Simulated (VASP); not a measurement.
# CaC2 (I4/mmm) in VASP: further runs

Runs on CaC2. Level: LDA. Tasks: single point.

Everything below comes from runs of VASP 6.6.1. Logs are shortened: lines on timing, memory, paths and dates and some standing lists are left out, and cuts for length are marked.

### 1 The cell of the first run

It takes space group I4/mmm (No. 139, tetragonal). The conventional cell has a = 3.869 Å, b = 3.869 Å, c = 6.724 Å, α = 90.00°, β = 90.00°, γ = 90.00°. Within 3.6 Å of Ca (site symmetry 4/mmm) lie 10 C at 2.70 to 2.81 Å. Within 1.8 Å of C (site symmetry 4mm) lie 1 C at 1.32 Å.

### 2 Single point, LDA (strain +0.000 along x and y, +0.050 along z)

Contents of INCAR:

```
ALGO     = Normal         # electronic algorithm
EDIFF    = 1E-6           # SCF threshold, eV
ENCUT    = 520            # plane-wave cutoff, eV
GGA      = CA             # functional
ISIF     = 2              # what is computed and relaxed
ISMEAR   = 0              # smearing method
LASPH    = True           # aspherical terms in the spheres
LCHARG   = True           # write CHGCAR
LELF     = True           # ELF
LREAL    = False          # projectors in reciprocal space
LVHAR    = True         
LWAVE    = False          # write WAVECAR
NBANDS   = 16             # bands
NELM     = 60             # most SCF steps
PREC     = Accurate       # precision mode
SIGMA    = 0.05           # smearing width, eV
```

Contents of KPOINTS:

```
k-points
0
Gamma
  10 10 10
```

Contents of POSCAR:

```
CaC2
1.0
   -1.9342985994      1.9342985994      3.3622168046
    1.9342985994     -1.9342985994      3.3622168046
    1.9342985994      1.9342985994     -3.3622168046
Ca C
1 2
Direct
    0.0000000000      0.0000000000      0.0000000000
    0.5978927200      0.5978927200      0.0000000000
    0.4021072800      0.4021072800      0.0000000000
```

Potentials or basis: VASP PAW LDA potentials, release 64 (Ca_sv, C).

Started as:

```
> cat potpaw_LDA.64/Ca_sv/POTCAR potpaw_LDA.64/C/POTCAR > POTCAR
> mpirun -np 1 vasp_std > vasp.out
```

OUTCAR:

```text
EDIFF = 1E-6
   ENCUT = 520
   GGA = CA
   ISIF = 2
   ISMEAR = 0
   LASPH = True
   LREAL = False
   NELM = 60
   PREC = Accurate

 ion  position               nearest neighbor table
   1  0.000  0.000  0.000-
   2  0.598  0.598  0.000-   3 1.32
   3  0.402  0.402  0.000-   2 1.32

  LATTYP: Found a body centered tetragonal cell.
 ALAT       =     3.8685971988
 C/A-ratio  =     1.7382098119

  Lattice vectors:

 A1 = (  -1.9342985994,   1.9342985994,   3.3622168046)
 A2 = (   1.9342985994,  -1.9342985994,   3.3622168046)
 A3 = (   1.9342985994,   1.9342985994,  -3.3622168046)

Analysis of symmetry for initial positions (statically):
=====================================================================
 Subroutine PRICEL returns:
 Original cell was already a primitive cell.

 Routine SETGRP: Setting up the symmetry group for a
 body centered tetragonal supercell.

 Subroutine GETGRP returns: Found 16 space group operations
 (whereof 16 operations were pure point group operations)
 out of a pool of 16 trial point group operations.

The static configuration has the point symmetry D_4h.

Analysis of symmetry for dynamics (positions and initial velocities):
=====================================================================
 Subroutine PRICEL returns:
 Original cell was already a primitive cell.

 Routine SETGRP: Setting up the symmetry group for a
 body centered tetragonal supercell.

 Subroutine GETGRP returns: Found 16 space group operations
 (whereof 16 operations were pure point group operations)
 out of a pool of 16 trial point group operations.

The dynamic configuration has the point symmetry D_4h.

 Subroutine INISYM returns: Found 16 space group operations
 (whereof 16 operations are pure point group operations),
 and found     1 'primitive' translations

----------------------------------------------------------------------------------------

                                     Primitive cell

  volume of cell :      50.3191

  direct lattice vectors                    reciprocal lattice vectors
    -1.934298599  1.934298599  3.362216805     0.000000000  0.258491631  0.148711409
     1.934298599 -1.934298599  3.362216805     0.258491631  0.000000000  0.148711409
     1.934298599  1.934298599 -3.362216805     0.258491631  0.258491631  0.000000000

  length of vectors
     4.334457750  4.334457750  4.334457750     0.298216376  0.298216376  0.365562370

  position of ions in fractional coordinates (direct lattice)
     0.000000000  0.000000000  0.000000000
     0.597892720  0.597892720  0.000000000
     0.402107280  0.402107280  0.000000000

  ion indices of the primitive-cell ions
   primitive index   ion index
                 1           1
                 2           2
                 3           3

----------------------------------------------------------------------------------------

 KPOINTS: k-points

Automatic generation of k-mesh.
 Grid dimensions read from file:
 generate k-points for:   10   10   10

 Generating k-lattice:

  Cartesian coordinates                     Fractional coordinates (reciprocal lattice)
     0.000000000  0.025849163  0.014871141     0.100000000 -0.000000000  0.000000000
     0.025849163  0.000000000  0.014871141    -0.000000000  0.100000000  0.000000000
     0.025849163  0.025849163  0.000000000     0.000000000  0.000000000  0.100000000

  Length of vectors
     0.029821638  0.029821638  0.036556237

  Shift w.r.t. Gamma in fractional coordinates (k-lattice)
     0.000000000  0.000000000  0.000000000

 Subroutine IBZKPT returns following result:
 ===========================================

 Found    102 irreducible k-points:

 Following reciprocal coordinates:
            Coordinates               Weight
  0.000000  0.000000  0.000000      1.000000
  0.100000  0.000000 -0.000000      8.000000
  0.200000  0.000000 -0.000000      8.000000
  0.300000  0.000000  0.000000      8.000000
  0.400000  0.000000  0.000000      8.000000
  0.500000  0.000000  0.000000      4.000000
[... 16 lines left out ...]
  0.300000  0.300000 -0.000000      8.000000
  0.400000  0.300000 -0.000000     16.000000
 [... further k-points ...]
   k-points           NKPTS =    102   k-points in BZ     NKDIM =    102   number of bands    NBANDS=     16
   number of dos      NEDOS =    301   number of ions     NIONS =      3
   total plane-waves  NPLWV =  32768
   dimension x,y,z NGX =    32 NGY =   32 NGZ =   32
   dimension x,y,z NGXF=    64 NGYF=   64 NGZF=   64
   ions per type =               1   2
   NGX,Y,Z   is equivalent  to a cutoff of  12.27, 12.27, 12.27 a.u.
   NGXF,Y,Z  is equivalent  to a cutoff of  24.55, 24.55, 24.55 a.u.
 SYSTEM =  unknown system
   PREC   = accura    normal or accurate (medium, high low for compatibility)
   ISTART =      0    job   : 0-new  1-cont  2-samecut
   ICHARG =      2    charge: 1-file 2-atom 10-const
   ISPIN  =      1    spin polarized calculation?
   LNONCOLLINEAR =      F non collinear calculations
   LSORBIT =      F    spin-orbit coupling
   LASPH  =      T    aspherical Exc in radial PAW
   ENCUT  =  520.0 eV  38.22 Ry    6.18 a.u.   8.06  8.06  8.06*2*pi/ulx,y,z
   NELM   =     60;   NELMIN=  2; NELMDL= -5     # of ELM steps
   EDIFF  = 0.1E-05   stopping-criterion for ELM
   LREAL  =      F    real-space projection
   EDIFFG = 0.1E-04   stopping-criterion for IOM
   NSW    =      0    number of steps for IOM
   IBRION =     -1    ionic relax: 0-MD 1-quasi-New 2-CG
   NFREE  =      0    steps in history (QN), initial steepest desc. (CG)
   ISIF   =      2    stress and relaxation
   ISYM   =      2    0-nonsym 1-usesym 2-fastsym
   POTIM  = 0.5000    time-step for ionic-motion
   TEBEG  =    0.0;   TEEND  =   0.0 temperature during run
   PSTRESS=    0.0 pullay stress
   NELECT =      18.0000    total number of electrons
   NUPDOWN=      -1.0000    fix difference up-down
   EMIN   =  10.00;   EMAX   =-10.00  energy-range for DOS
   EFERMI =   0.00;   METHOD = LEGACY
   ISMEAR =     0;   SIGMA  =   0.05  broadening in eV -4-tet -1-fermi 0-gaus
   EFERMI_NEDOS =   21; number of points for ismear=-14 and -15
   IALGO  =     38    algorithm
   IMIX   =      4    mixing-type and parameters
     AMIX     =   0.40;   BMIX     =  1.00
     AMIX_MAG =   1.60;   BMIX_MAG =  1.00
  volume/ion in A,a.u.               =      16.77       113.19
  Fermi-wavevector in a.u.,A,eV,Ry     =   1.162130  2.196107 18.375299  1.350546
  Thomas-Fermi vector in A             =   2.298695
   LORBIT       =      0    0 simple, 1 ext, 2 COOP (PROOUT), +10 PAW based schemes
   GGA     = CA    functional components
   LHFCALC =     F    Hartree Fock is set to
   AEXX    =    0.0000 exact exchange contribution
   IVDW    =     0    specifies the selected vdW correction
   LEPSILON=     F    determine dielectric tensor
   LRPA    =     F    only Hartree local field effects (RPA)
 non-spin polarized calculation
 Gauss-broadening in eV      SIGMA  =   0.05
  energy-cutoff  :      520.00
  volume of cell :       50.32
 maximum number of plane-waves:      1376
   NGX = 17   NGY = 17   NGZ = 17

 number of electron      18.0000002 magnetization

 Free energy of the ion-electron system (eV)
  ---------------------------------------------------
  ext. energy  EPLUGINS =         0.00000000
  ---------------------------------------------------
  free energy    TOTEN  =       -21.89611455 eV

  energy without entropy =      -21.89611455  energy(sigma->0) =      -21.89611455

 E-fermi :   1.5452     XC(G=0):  -9.6409

 val. band max:        1.2060980934   @ k =   0.5000   0.5000   0.5000
 cond. band min:       2.1635744466   @ k =   0.5000   0.5000  -0.0000
 fundamental gap:      0.9574763532
 Fermi energy:         1.5451678960

 k-point     1 :       0.0000    0.0000    0.0000
  band No.  band energies     occupation
      1     -37.6709      2.00000
      2     -18.9599      2.00000
      3     -18.9599      2.00000
      4     -18.8742      2.00000
      5     -11.3606      2.00000
      6      -1.5354      2.00000
[... 8 lines left out ...]
     15       9.6495      0.00000
     16       9.6495      0.00000

 k-point     2 :       0.1000    0.0000   -0.0000
  band No.  band energies     occupation
      1     -37.6700      2.00000
      2     -18.9739      2.00000
      3     -18.9592      2.00000
      4     -18.8771      2.00000
      5     -11.3181      2.00000
      6      -1.9166      2.00000
[... 8 lines left out ...]
     15       9.3689      0.00000
     16       9.5260      0.00000

 k-point     3 :       0.2000    0.0000   -0.0000
  band No.  band energies     occupation
      1     -37.6676      2.00000
      2     -19.0111      2.00000
      3     -18.9574      2.00000
      4     -18.8838      2.00000
      5     -11.2052      2.00000
      6      -2.3698      2.00000
[... 8 lines left out ...]
     15       8.7375      0.00000
     16       9.1518      0.00000

 k-point     4 :       0.3000    0.0000    0.0000
  band No.  band energies     occupation
      1     -37.6647      2.00000
      2     -19.0569      2.00000
      3     -18.9551      2.00000
      4     -18.8912      2.00000
      5     -11.0624      2.00000
      6      -2.7656      2.00000
[... 8 lines left out ...]
     15       8.1075      0.00000
     16       8.5414      0.00000

 k-point     5 :       0.4000    0.0000    0.0000
  band No.  band energies     occupation
      1     -37.6623      2.00000
      2     -19.0936      2.00000
      3     -18.9533      2.00000
      4     -18.8970      2.00000
      5     -10.9437      2.00000
      6      -3.0418      2.00000
[... 8 lines left out ...]
     15       8.0066      0.00000
     16       8.5985      0.00000

 k-point     6 :       0.5000    0.0000    0.0000
  band No.  band energies     occupation
      1     -37.6614      2.00000
      2     -19.1075      2.00000
      3     -18.9526      2.00000
      4     -18.8991      2.00000
      5     -10.8976      2.00000
      6      -3.1419      2.00000
[... 8 lines left out ...]
     15       7.9992      0.00000
     16       8.8237      0.00000

 k-point     7 :       0.1000    0.1000   -0.0000
  band No.  band energies     occupation
      1     -37.6688      2.00000
      2     -18.9782      2.00000
      3     -18.9696      2.00000
      4     -18.8827      2.00000
      5     -11.2670      2.00000
      6      -2.3173      2.00000
[... 8 lines left out ...]
     15       8.8700      0.00000
     16       9.5297      0.00000

 k-point     8 :       0.2000    0.1000   -0.0000
  band No.  band energies     occupation
      1     -37.6664      2.00000
      2     -19.0123      2.00000
      3     -18.9706      2.00000
      4     -18.8899      2.00000
      5     -11.1581      2.00000
      6      -2.6729      2.00000
[... 8 lines left out ...]
     15       8.1684      0.00000
     16       9.1832      0.00000

 k-point     9 :       0.3000    0.1000   -0.0000
  band No.  band energies     occupation
      1     -37.6635      2.00000
      2     -19.0564      2.00000
      3     -18.9677      2.00000
      4     -18.8962      2.00000
      5     -11.0313      2.00000
      6      -2.9405      2.00000
[... 8 lines left out ...]
     15       8.1819      0.00000
     16       8.7306      0.00000
[... 172 lines left out ...]
 k-point    19 :       0.5000    0.2000   -0.0000
  band No.  band energies     occupation
      1     -37.6592      2.00000
      2     -19.0897      2.00000
      3     -18.9891      2.00000
      4     -18.8984      2.00000
      5     -10.9385      2.00000
      6      -2.7932      2.00000
[... 8 lines left out ...]
     15       8.2717      0.00000
     16       8.7646      0.00000

 k-point    20 :      -0.4000    0.2000   -0.0000
  band No.  band energies     occupation
      1     -37.6604      2.00000
      2     -19.0764      2.00000
      3     -18.9887      2.00000
      4     -18.8922      2.00000
      5     -10.9861      2.00000
      6      -2.5153      2.00000
[... 8 lines left out ...]
     15       8.6297      0.00000
     16       9.2851      0.00000

 k-point    21 :      -0.3000    0.2000   -0.0000
  band No.  band energies     occupation
      1     -37.6627      2.00000
      2     -19.0451      2.00000
      3     -18.9908      2.00000
      4     -18.8854      2.00000
      5     -11.0661      2.00000
      6      -2.1466      2.00000
[... 8 lines left out ...]
     15       8.6590      0.00000
     16       9.6515      0.00000

 k-point    22 :      -0.2000    0.2000    0.0000
  band No.  band energies     occupation
      1     -37.6653      2.00000
      2     -19.0131      2.00000
      3     -18.9887      2.00000
      4     -18.8808      2.00000
      5     -11.1482      2.00000
      6      -1.7322      2.00000
[... 8 lines left out ...]
     15       8.2685      0.00000
     16       9.7595      0.00000

 k-point    23 :       0.3000    0.3000   -0.0000
  band No.  band energies     occupation
      1     -37.6591      2.00000
      2     -19.0421      2.00000
      3     -19.0309      2.00000
      4     -18.9027      2.00000
      5     -10.9686      2.00000
      6      -2.8994      2.00000
[... 8 lines left out ...]
     15       8.2312      0.00000
     16       9.0269      0.00000

 k-point    24 :       0.4000    0.3000   -0.0000
  band No.  band energies     occupation
      1     -37.6575      2.00000
      2     -19.0648      2.00000
      3     -19.0264      2.00000
      4     -18.9015      2.00000
      5     -10.9614      2.00000
      6      -2.7123      2.00000
[... 8 lines left out ...]
     15       8.7123      0.00000
     16       8.9045      0.00000

 [... further k-points ...]
[... 5 lines left out ...]
  --------------------------------------------------------------------------------------
  -------------------------------------------------------------------------------------
  Total       -1.3378782     -1.3378782     -8.2771402      0.0000000      0.0000000      0.0000000
  in kB      -42.5985104    -42.5985104   -263.5470448      0.0000000      0.0000000      0.0000000
  external PRESSURE =    -116.2480219 kB  Pullay stress =       0.0000000 kB

 VOLUME and BASIS-vectors are now :
 -----------------------------------------------------------------------------
  energy-cutoff  :      520.00
  volume of cell :       50.32
      direct lattice vectors                 reciprocal lattice vectors
    -1.934298599  1.934298599  3.362216805     0.000000000  0.258491631  0.148711409
     1.934298599 -1.934298599  3.362216805     0.258491631  0.000000000  0.148711409
     1.934298599  1.934298599 -3.362216805     0.258491631  0.258491631  0.000000000

 POSITION                                       TOTAL-FORCE (eV/Angst)
 -----------------------------------------------------------------------------------
      0.00000      0.00000      0.00000         0.000000      0.000000     -0.000000
      0.00000      0.00000      4.02049        -0.000000     -0.000000     -3.570451
      0.00000      0.00000      2.70394         0.000000      0.000000      3.570451
 -----------------------------------------------------------------------------------
    total drift:                                0.000000      0.000000      0.000000

  FREE ENERGIE OF THE ION-ELECTRON SYSTEM (eV)
  ---------------------------------------------------
  free  energy   TOTEN  =       -21.8961145510 eV

  energy  without entropy=      -21.8961145510  energy(sigma->0) =      -21.89611455
```

Wall time 2.3 min (1 thread of AMD EPYC 7R13, shared host); peak memory 0.18 GiB.

What came out:

| Item | Value |
| --- | --- |
| Free energy | -21.8961 eV |
| Pressure | -11.6 GPa |
| Largest force | 3.570 eV/Å |
| Band gap on the k mesh | 0.96 eV, indirect (least direct gap 2.02 eV) |

Forces in eV/Å, atoms in the order of the input:
```
Ca   0.000  0.000  0.000
C    0.000  0.000 -3.570
C    0.000  0.000  3.570
```

Stress tensor (GPa, compression positive):
```
 -4.26   0.00   0.00
  0.00  -4.26   0.00
  0.00   0.00 -26.35
```

Levels at points of the mesh, in eV from the valence-band top:
```tsv
k point	band 5	band 6	band 7	band 8	band 9	band 10	band 11	band 12	band 13	band 14
(0.00, 0.00, 0.00)	-12.57	-2.74	-2.55	-0.95	-0.95	2.89	2.89	3.82	4.91	5.54
(0.50, 0.00, 0.00)	-12.10	-4.35	-2.48	-1.79	-1.00	4.28	5.33	5.65	5.90	5.91
(0.50, 0.50, 0.00)	-12.22	-3.29	-2.68	-1.64	-1.06	0.96	4.79	6.10	6.79	7.03
(0.50, 0.50, 0.50)	-12.31	-4.77	-1.52	-1.52	0.00	2.93	5.35	5.77	5.77	5.85
```

Caveat: the cell differs from its parent crystal (strain +0.000 along x and y, +0.050 along z); forces of over 1 eV/Å act on the atoms, so gaps and moduli don't describe the material at rest.

### 3 Single point, LDA (strain +0.050 along x and y, -0.050 along z)

Contents of INCAR:

```
ALGO = Normal
EDIFF = 1E-6
ENCUT = 520
GGA = CA
ISIF = 2
ISMEAR = 0
LASPH = T
LCHARG = F
LREAL = F
LWAVE = F
NBANDS = 16
NELM = 80
PREC = Accurate
SIGMA = 0.05
```

KPOINTS is that of step 2.

Contents of POSCAR:

```
CaC2
1.0
   -2.0310135294      2.0310135294      3.0420056804
    2.0310135294     -2.0310135294      3.0420056804
    2.0310135294      2.0310135294     -3.0420056804
Ca C
1 2
Direct
    0.0000000000      0.0000000000      0.0000000000
    0.5978927200      0.5978927200      0.0000000000
    0.4021072800      0.4021072800      0.0000000000
```

Potentials or basis: VASP PAW LDA potentials, release 64 (Ca_sv, C).

Started as:

```
> cat potpaw_LDA.64/Ca_sv/POTCAR potpaw_LDA.64/C/POTCAR > POTCAR
> mpirun -np 1 vasp_std > vasp.out
```

It took 2 min on 1 thread of AMD EPYC 7R13, shared host; peak memory 0.18 GiB.

It converged, with:

```yaml
Free_energy: -21.8004 eV
Pressure: 3.8 GPa
Largest_force: 5.781 eV/Å
Band_gap_on_the_k_mesh: 1.76 eV, indirect (least direct gap 2.77 eV)
```

Forces on the atoms (eV/Å):
```
Ca   0.000  0.000  0.000
C    0.000  0.000  5.781
C    0.000  0.000 -5.781
```

Stress tensor (GPa, compression positive):
```
-7.47  0.00  0.00
 0.00 -7.47  0.00
 0.00  0.00 26.22
```

Levels at points of the mesh, in eV from the valence-band top:
```csv
k point,band 7,band 8,band 9,band 10,band 11,band 12
"(0.00, 0.00, 0.00)",-1.51,-0.91,-0.91,3.42,3.42,4.78
"(0.50, 0.00, 0.00)",-1.94,-1.65,-0.44,5.34,6.03,6.30
"(0.50, 0.50, 0.00)",-2.31,-1.34,-1.01,1.76,6.29,6.88
"(0.50, 0.50, 0.50)",-1.58,-1.58,-0.12,3.38,5.72,6.42
```

Caveat: the cell differs from its parent crystal (strain +0.050 along x and y, -0.050 along z); forces of over 1 eV/Å act on the atoms, so gaps and moduli don't describe the material at rest.

(Part 1 of 2 ends here.)
